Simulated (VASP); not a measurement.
# InSe (P6_3/mmc) in VASP: notebook

The runs below take InSe through single point, with r2SCAN+rVV10.

Program: VASP 6.6.1. These are calculated values, not measurements. Logs are shortened: lines on timing, memory, paths and dates and some standing lists are left out, and cuts for length are marked.

## 1. The cell of the first run

It takes space group P6_3/mmc (No. 194, hexagonal). Conventional cell: a = 4.042 Å, b = 4.042 Å, c = 17.428 Å, α = 90.00°, β = 90.00°, γ = 120.00°. In (site symmetry 3m) has 3 Se at 2.65 Å and 1 In at 2.80 Å within 3.5 Å. Se (site symmetry 3m) has 3 In at 2.65 Å within 3.5 Å.

## 2. Single point, r2SCAN+rVV10

POSCAR

```
InSe
1.0
    4.0417341700      0.0000000000      0.0000000000
   -2.0208670800      3.5002444600      0.0000000000
    0.0000000000      0.0000000000     17.4284434000
In Se
4 4
Direct
    0.3333333300      0.6666666700      0.3303039600
    0.6666666700      0.3333333300      0.8303039600
    0.6666666700      0.3333333300      0.6696960400
    0.3333333300      0.6666666700      0.1696960400
    0.3333333300      0.6666666700      0.5973247600
    0.6666666700      0.3333333300      0.0973247600
    0.6666666700      0.3333333300      0.4026752400
    0.3333333300      0.6666666700      0.9026752400
```

INCAR.step1

```
PREC = Accurate
ENCUT = 520
ISMEAR = 0
SIGMA = 0.1
LREAL = False
LASPH = True
NELM = 100
NBANDS = 48
GGA = PE
ALGO = Normal
EDIFF = 1E-4
LWAVE = True
LCHARG = False
```

INCAR.step2

```
PREC = Accurate
ENCUT = 520
EDIFF = 1E-6
ISMEAR = 0
SIGMA = 0.1
LREAL = False
LASPH = True
NELM = 100
ALGO = Normal
ISIF = 2
LWAVE = False
LCHARG = False
METAGGA = R2SCAN
LMIXTAU = True
LUSE_VDW = True
IVDW_NL = 2
BPARAM = 11.95
CPARAM = 0.0093
NBANDS = 48
ISTART = 1
```

KPOINTS

```
regular mesh
0
Gamma
  6 6 1
```

Potentials or basis: VASP PAW PBE potentials, release 64 (In_d, Se).

Command:

```
$ cat potpaw_PBE.64/In_d/POTCAR potpaw_PBE.64/Se/POTCAR > POTCAR
$ cp INCAR.step1 INCAR
$ mpirun -np 1 vasp_std > vasp.out
$ cp INCAR.step2 INCAR
$ mpirun -np 1 vasp_std > vasp.out
```

OUTCAR:

```text
PREC = Accurate
   ENCUT = 520
   EDIFF = 1E-6
   ISMEAR = 0
   LREAL = False
   LASPH = True
   NELM = 100
   ISIF = 2
   METAGGA = R2SCAN
   IVDW_NL = 2
   BPARAM = 11.95
   ISTART = 1

 ion  position               nearest neighbor table
   1  0.333  0.667  0.330-   7 2.65   7 2.65   7 2.65   4 2.80
   2  0.667  0.333  0.830-   8 2.65   8 2.65   8 2.65   3 2.80
   3  0.667  0.333  0.670-   5 2.65   5 2.65   5 2.65   2 2.80
   4  0.333  0.667  0.170-   6 2.65   6 2.65   6 2.65   1 2.80
   5  0.333  0.667  0.597-   3 2.65   3 2.65   3 2.65
   6  0.667  0.333  0.097-   4 2.65   4 2.65   4 2.65
   7  0.667  0.333  0.403-   1 2.65   1 2.65   1 2.65
   8  0.333  0.667  0.903-   2 2.65   2 2.65   2 2.65

  LATTYP: Found a hexagonal cell.
 ALAT       =     4.0417341700
 C/A-ratio  =     4.3121201610

  Lattice vectors:

 A1 = (   4.0417341700,   0.0000000000,   0.0000000000)
 A2 = (  -2.0208670800,   3.5002444600,   0.0000000000)
 A3 = (   0.0000000000,   0.0000000000,  17.4284434000)

Analysis of symmetry for initial positions (statically):
=====================================================================
 Subroutine PRICEL returns:
 Original cell was already a primitive cell.

 Routine SETGRP: Setting up the symmetry group for a
 hexagonal supercell.

 Subroutine GETGRP returns: Found 24 space group operations
 (whereof 12 operations were pure point group operations)
 out of a pool of 24 trial point group operations.

The static configuration has the point symmetry D_3d.
 The point group associated with its full space group is D_6h.

Analysis of symmetry for dynamics (positions and initial velocities):
=====================================================================
 Subroutine PRICEL returns:
 Original cell was already a primitive cell.

 Routine SETGRP: Setting up the symmetry group for a
 hexagonal supercell.

 Subroutine GETGRP returns: Found 24 space group operations
 (whereof 12 operations were pure point group operations)
 out of a pool of 24 trial point group operations.

The dynamic configuration has the point symmetry D_3d.
 The point group associated with its full space group is D_6h.

 Subroutine INISYM returns: Found 24 space group operations
 (whereof 12 operations are pure point group operations),
 and found     1 'primitive' translations

----------------------------------------------------------------------------------------

                                     Primitive cell

  volume of cell :     246.5612

  direct lattice vectors                    reciprocal lattice vectors
     4.041734170  0.000000000  0.000000000     0.247418548  0.142847165  0.000000000
    -2.020867080  3.500244460  0.000000000     0.000000000  0.285694331  0.000000000
     0.000000000  0.000000000 17.428443400     0.000000000  0.000000000  0.057377471

  length of vectors
     4.041734170  4.041734162 17.428443400     0.285694331  0.285694331  0.057377471

  position of ions in fractional coordinates (direct lattice)
     0.333333330  0.666666670  0.330303960
     0.666666670  0.333333330  0.830303960
     0.666666670  0.333333330  0.669696040
     0.333333330  0.666666670  0.169696040
     0.333333330  0.666666670  0.597324760
     0.666666670  0.333333330  0.097324760
     0.666666670  0.333333330  0.402675240
     0.333333330  0.666666670  0.902675240

  ion indices of the primitive-cell ions
   primitive index   ion index
                 1           1
                 2           2
                 3           3
                 4           4
                 5           5
                 6           6
                 7           7
                 8           8

----------------------------------------------------------------------------------------

 KPOINTS: regular mesh

Automatic generation of k-mesh.
 Grid dimensions read from file:
 generate k-points for:    6    6    1

 Generating k-lattice:

  Cartesian coordinates                     Fractional coordinates (reciprocal lattice)
     0.041236425  0.023807861  0.000000000     0.166666667  0.000000000  0.000000000
     0.000000000  0.047615722  0.000000000     0.000000000  0.166666667  0.000000000
     0.000000000  0.000000000  0.057377471     0.000000000  0.000000000  1.000000000

  Length of vectors
     0.047615722  0.047615722  0.057377471

  Shift w.r.t. Gamma in fractional coordinates (k-lattice)
     0.000000000  0.000000000  0.000000000

 Subroutine IBZKPT returns following result:
 ===========================================

 Found      7 irreducible k-points:

 Following reciprocal coordinates:
            Coordinates               Weight
  0.000000  0.000000  0.000000      1.000000
  0.166667  0.000000  0.000000      6.000000
  0.333333  0.000000  0.000000      6.000000
  0.500000  0.000000  0.000000      3.000000
  0.166667  0.166667  0.000000      6.000000
  0.333333  0.166667  0.000000     12.000000
  0.333333  0.333333  0.000000      2.000000
   k-points           NKPTS =      7   k-points in BZ     NKDIM =      7   number of bands    NBANDS=     48
   number of dos      NEDOS =    301   number of ions     NIONS =      8
   total plane-waves  NPLWV = 126000
   dimension x,y,z NGX =    30 NGY =   30 NGZ =  140
   dimension x,y,z NGXF=    60 NGYF=   60 NGZF=  280
   ions per type =               4   4
   NGX,Y,Z   is equivalent  to a cutoff of  12.34, 12.34, 13.35 a.u.
   NGXF,Y,Z  is equivalent  to a cutoff of  24.68, 24.68, 26.71 a.u.
 SYSTEM =  unknown system
   PREC   = accura    normal or accurate (medium, high low for compatibility)
   ISTART =      1    job   : 0-new  1-cont  2-samecut
   ICHARG =      0    charge: 1-file 2-atom 10-const
   ISPIN  =      1    spin polarized calculation?
   LNONCOLLINEAR =      F non collinear calculations
   LSORBIT =      F    spin-orbit coupling
   LASPH  =      T    aspherical Exc in radial PAW
   ENCUT  =  520.0 eV  38.22 Ry    6.18 a.u.   7.51  7.51 32.41*2*pi/ulx,y,z
   NELM   =    100;   NELMIN=  2; NELMDL=  0     # of ELM steps
   EDIFF  = 0.1E-05   stopping-criterion for ELM
   LREAL  =      F    real-space projection
   EDIFFG = 0.1E-04   stopping-criterion for IOM
   NSW    =      0    number of steps for IOM
   IBRION =     -1    ionic relax: 0-MD 1-quasi-New 2-CG
   NFREE  =      0    steps in history (QN), initial steepest desc. (CG)
   ISIF   =      2    stress and relaxation
   ISYM   =      2    0-nonsym 1-usesym 2-fastsym
   POTIM  = 0.5000    time-step for ionic-motion
   TEBEG  =    0.0;   TEEND  =   0.0 temperature during run
   PSTRESS=    0.0 pullay stress
   NELECT =      76.0000    total number of electrons
   NUPDOWN=      -1.0000    fix difference up-down
   EMIN   =  10.00;   EMAX   =-10.00  energy-range for DOS
   EFERMI =   0.00;   METHOD = LEGACY
   ISMEAR =     0;   SIGMA  =   0.10  broadening in eV -4-tet -1-fermi 0-gaus
   EFERMI_NEDOS =   21; number of points for ismear=-14 and -15
   IALGO  =     38    algorithm
   IMIX   =      4    mixing-type and parameters
     AMIX     =   0.40;   BMIX     =  1.00
     AMIX_MAG =   1.60;   BMIX_MAG =  1.00
  volume/ion in A,a.u.               =      30.82       207.98
  Fermi-wavevector in a.u.,A,eV,Ry     =   1.105871  2.089793 16.639253  1.222951
  Thomas-Fermi vector in A             =   2.242364
   LORBIT       =      0    0 simple, 1 ext, 2 COOP (PROOUT), +10 PAW based schemes
   METAGGA = R2SCAN    functional components
   LHFCALC =     F    Hartree Fock is set to
   AEXX    =    0.0000 exact exchange contribution
   IVDW_NL    =     2    kernel type
   BPARAM     =11.9500
   IVDW    =     0    specifies the selected vdW correction
   LEPSILON=     F    determine dielectric tensor
   LRPA    =     F    only Hartree local field effects (RPA)
 non-spin polarized calculation
 Gauss-broadening in eV      SIGMA  =   0.10
  energy-cutoff  :      520.00
  volume of cell :      246.56
 maximum number of plane-waves:      6679
   NGX = 15   NGY = 15   NGZ = 65

 number of electron      75.9999983 magnetization

 Free energy of the ion-electron system (eV)
  ---------------------------------------------------
  ext. energy  EPLUGINS =         0.00000000
  ---------------------------------------------------
  free energy    TOTEN  =      -150.68468668 eV

  energy without entropy =     -150.68468668  energy(sigma->0) =     -150.68468668

 E-fermi :   3.6930     XC(G=0):  -9.2130

 val. band max:        3.2405477618   @ k =   0.0000   0.0000   0.0000
 cond. band min:       4.1466187839   @ k =   0.0000   0.0000   0.0000
 fundamental gap:      0.9060710221
 Fermi energy:         3.6929857489

 k-point     1 :       0.0000    0.0000    0.0000
  band No.  band energies     occupation
      1     -11.8966      2.00000
      2     -11.8965      2.00000
      3     -11.7108      2.00000
      4     -11.7108      2.00000
      5     -11.7106      2.00000
      6     -11.7106      2.00000
[... 40 lines left out ...]
     47       9.1785      0.00000
     48       9.2227      0.00000

 k-point     2 :       0.1667    0.0000    0.0000
  band No.  band energies     occupation
      1     -11.9073      2.00000
      2     -11.9062      2.00000
      3     -11.7916      2.00000
      4     -11.7872      2.00000
      5     -11.7382      2.00000
      6     -11.7317      2.00000
[... 40 lines left out ...]
     47       8.1821      0.00000
     48       8.5789      0.00000

 k-point     3 :       0.3333    0.0000    0.0000
  band No.  band energies     occupation
      1     -11.9941      2.00000
      2     -11.9894      2.00000
      3     -11.8857      2.00000
      4     -11.8789      2.00000
      5     -11.8308      2.00000
      6     -11.8291      2.00000
[... 40 lines left out ...]
     47       8.1649      0.00000
     48       8.3544      0.00000

 k-point     4 :       0.5000    0.0000    0.0000
  band No.  band energies     occupation
      1     -12.0441      2.00000
      2     -12.0413      2.00000
      3     -11.9408      2.00000
      4     -11.9369      2.00000
      5     -11.8286      2.00000
      6     -11.8276      2.00000
[... 40 lines left out ...]
     47       8.0623      0.00000
     48       8.3366      0.00000

 k-point     5 :       0.1667    0.1667    0.0000
  band No.  band energies     occupation
      1     -11.9639      2.00000
      2     -11.9593      2.00000
      3     -11.8512      2.00000
      4     -11.8437      2.00000
      5     -11.8300      2.00000
      6     -11.8277      2.00000
[... 40 lines left out ...]
     47       8.2800      0.00000
     48       8.4130      0.00000

 k-point     6 :       0.3333    0.1667    0.0000
  band No.  band energies     occupation
      1     -12.0329      2.00000
      2     -12.0297      2.00000
      3     -11.9335      2.00000
      4     -11.9294      2.00000
      5     -11.8293      2.00000
      6     -11.8284      2.00000
[... 40 lines left out ...]
     47       8.1729      0.00000
     48       8.5043      0.00000

 k-point     7 :       0.3333    0.3333    0.0000
  band No.  band energies     occupation
      1     -12.0440      2.00000
      2     -12.0440      2.00000
      3     -11.9499      2.00000
      4     -11.9499      2.00000
      5     -11.8273      2.00000
      6     -11.8273      2.00000
[... 40 lines left out ...]
     47       9.4824      0.00000
     48       9.4824      0.00000

------------------------ aborting loop because EDIFF is reached ----------------------------------------

  FORCE on cell =-STRESS in cart. coord.  units (eV):
  Direction    XX          YY          ZZ          XY          YZ          ZX
  --------------------------------------------------------------------------------------
  -------------------------------------------------------------------------------------
  Total       -0.9520323     -0.9520323     -0.9171608     -0.0000000     -0.0000000      0.0000000
  in kB       -6.1863933     -6.1863933     -5.9597952     -0.0000000     -0.0000000      0.0000000
  external PRESSURE =      -6.1108606 kB  Pullay stress =       0.0000000 kB

 VOLUME and BASIS-vectors are now :
 -----------------------------------------------------------------------------
  energy-cutoff  :      520.00
  volume of cell :      246.56
      direct lattice vectors                 reciprocal lattice vectors
     4.041734170  0.000000000  0.000000000     0.247418548  0.142847165  0.000000000
    -2.020867080  3.500244460  0.000000000     0.000000000  0.285694331  0.000000000
     0.000000000  0.000000000 17.428443400     0.000000000  0.000000000  0.057377471

 POSITION                                       TOTAL-FORCE (eV/Angst)
 -----------------------------------------------------------------------------------
     -0.00000      2.33350      5.75668        -0.000000      0.000000     -0.029491
      2.02087      1.16675     14.47091         0.000000     -0.000000     -0.029491
      2.02087      1.16675     11.67176         0.000000      0.000000      0.029491
     -0.00000      2.33350      2.95754         0.000000      0.000000      0.029491
     -0.00000      2.33350     10.41044         0.000000      0.000000     -0.029366
      2.02087      1.16675      1.69622         0.000000     -0.000000     -0.029366
      2.02087      1.16675      7.01800        -0.000000     -0.000000      0.029366
     -0.00000      2.33350     15.73222        -0.000000      0.000000      0.029366
 -----------------------------------------------------------------------------------
    total drift:                                0.000008     -0.000005      0.000007

  FREE ENERGIE OF THE ION-ELECTRON SYSTEM (eV)
  ---------------------------------------------------
  free  energy   TOTEN  =      -150.6846866811 eV

  energy  without entropy=     -150.6846866811  energy(sigma->0) =     -150.68468668
```

Wall time 12 min (1 thread of Intel Xeon 6975P-C (Granite Rapids), shared host); peak memory 0.85 GiB.

What came out:

```yaml
Free_energy: -150.6847 eV
Pressure: -0.6 GPa
Largest_force: 0.029 eV/Å
Band_gap_on_the_k_mesh: 0.91 eV
```

Forces on the atoms (eV/Å):
```
In   0.000  0.000 -0.029
In   0.000  0.000 -0.029
In   0.000  0.000  0.029
In   0.000  0.000  0.029
Se   0.000  0.000 -0.029
Se   0.000  0.000 -0.029
Se   0.000  0.000  0.029
Se   0.000  0.000  0.029
```

Caveat: the PAW data sets were made with another functional, which shifts forces and pressure a little; spin-orbit coupling is left out, which moves the levels of the heavy elements.

## 3. Single point, r2SCAN+rVV10

This run uses another cell than the first one, of 29.57 Å³/atom.

POSCAR

```
InSe
1.0
    4.0165588736     -0.0000000029      0.0000000000
   -2.0082794343      3.4784420218      0.0000000000
    0.0000000000      0.0000000000     16.9327905812
In Se
4 4
Direct
    0.3333333333      0.6666666667      0.3322710244
    0.6666666667      0.3333333333      0.8322710244
    0.6666666667      0.3333333333      0.6677289756
    0.3333333333      0.6666666667      0.1677289756
    0.3333333333      0.6666666667      0.5928014422
    0.6666666667      0.3333333333      0.0928014422
    0.6666666667      0.3333333333      0.4071985578
    0.3333333333      0.6666666667      0.9071985578
```

INCAR.step1

```
SYSTEM = InSe
PREC = Accurate
ENCUT = 520
ISMEAR = 0
SIGMA = 0.02
LREAL = .FALSE.
LASPH = .TRUE.
NELM = 80
NBANDS = 48
GGA = PE
ALGO = Normal
EDIFF = 1E-4
LWAVE = .TRUE.
LCHARG = .FALSE.
```

INCAR.step2

```
SYSTEM = InSe
PREC = Accurate
ENCUT = 520
EDIFF = 1E-7
ISMEAR = 0
SIGMA = 0.02
LREAL = .FALSE.
LASPH = .TRUE.
NELM = 80
ALGO = Normal
ISIF = 2
LWAVE = .FALSE.
LCHARG = .FALSE.
METAGGA = R2SCAN
LMIXTAU = .TRUE.
LUSE_VDW = .TRUE.
IVDW_NL = 2
BPARAM = 11.95
CPARAM = 0.0093
NBANDS = 48
ISTART = 1
```

KPOINTS

```
Automatic mesh
0
G
  9 9 2
  0 0 0
```

Potentials or basis: VASP PAW PBE potentials, release 64 (In_d, Se).

Command:

```
$ cat potpaw_PBE.64/In_d/POTCAR potpaw_PBE.64/Se/POTCAR > POTCAR
$ cp INCAR.step1 INCAR
$ mpirun -np 1 vasp_std > vasp.out
$ cp INCAR.step2 INCAR
$ mpirun -np 1 vasp_std > vasp.out
```

Wall time 23 min (1 thread of Intel Xeon 6975P-C (Granite Rapids), shared host); peak memory 0.9 GiB.

It converged, with:

```
Free energy            : -150.7315 eV
Pressure               : 0.2 GPa
Largest force          : 0.027 eV/Å
Band gap on the k mesh : 0.85 eV
```

Forces on the atoms (eV/Å):
```
In   0.000  0.000 -0.016
In   0.000  0.000 -0.016
In   0.000  0.000  0.016
In   0.000  0.000  0.016
Se   0.000  0.000 -0.027
Se   0.000  0.000 -0.027
Se   0.000  0.000  0.027
Se   0.000  0.000  0.027
```

Levels at points of the mesh, in eV from the valence-band top:
| k point | band 36 | band 37 | band 38 | band 39 | band 40 | band 41 |
| --- | --- | --- | --- | --- | --- | --- |
| (0.00, 0.00, 0.00) | -1.17 | -1.17 | 0.00 | 0.85 | 2.02 | 2.56 |
| (0.00, 0.00, 0.50) | -1.20 | -0.81 | -0.81 | 1.56 | 1.56 | 2.57 |

Caveat: the PAW data sets were made with another functional, which shifts forces and pressure a little; spin-orbit coupling is left out, which moves the levels of the heavy elements.
